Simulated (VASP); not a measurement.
CdTe, 2 atoms in the cell. It takes space group F-43m (No. 216, cubic). The conventional cell has a = 6.323 Å, b = 6.323 Å, c = 6.323 Å, α = 90.00°, β = 90.00°, γ = 90.00°. Te (site symmetry -43m) has 4 Cd at 2.74 Å within 3.6 Å. Within 3.6 Å of Cd (site symmetry -43m) lie 4 Te at 2.74 Å. 

| Item | Value |
| --- | --- |
| Program | VASP 6.6.1 |
| Task | single point |
| Functional | HSE06 |
| Potentials or basis | VASP PAW PBE potentials, release 64 (Te, Cd) |
| Cutoff | 520 eV |
| k mesh | 4 × 4 × 4 |
| Occupations | fermi-dirac, width 0.05 eV |
| Spin | no spin polarisation |
| Dipole correction | no |
| Grid for exact exchange (PRECFOCK) | Normal |
| Further INCAR settings | ALGO = Normal; EDIFF = 1e-06; NBANDS = 16 |
| Share of exact exchange | 0.25 |
| Screening parameter | 0.2079 1/Å |

Potentials or basis: VASP PAW PBE potentials, release 64 (Te, Cd).

The run is started by

```sh
$ cat potpaw_PBE.64/Te/POTCAR potpaw_PBE.64/Cd/POTCAR > POTCAR
$ cp INCAR.step1 INCAR
$ mpirun -np 1 vasp_std > vasp.out
$ cp INCAR.step2 INCAR
$ mpirun -np 1 vasp_std > vasp.out
```

Hardware: 1 thread of AMD EPYC 7R43 64-Core Processor (Zen 3), on a shared host.

How long does it take, and how much memory?

Run time: 11 min on 1 thread of AMD EPYC 7R43 64-Core Processor (Zen 3), with other jobs on the host, peak memory 0.27 GiB. Counts: k points 8.
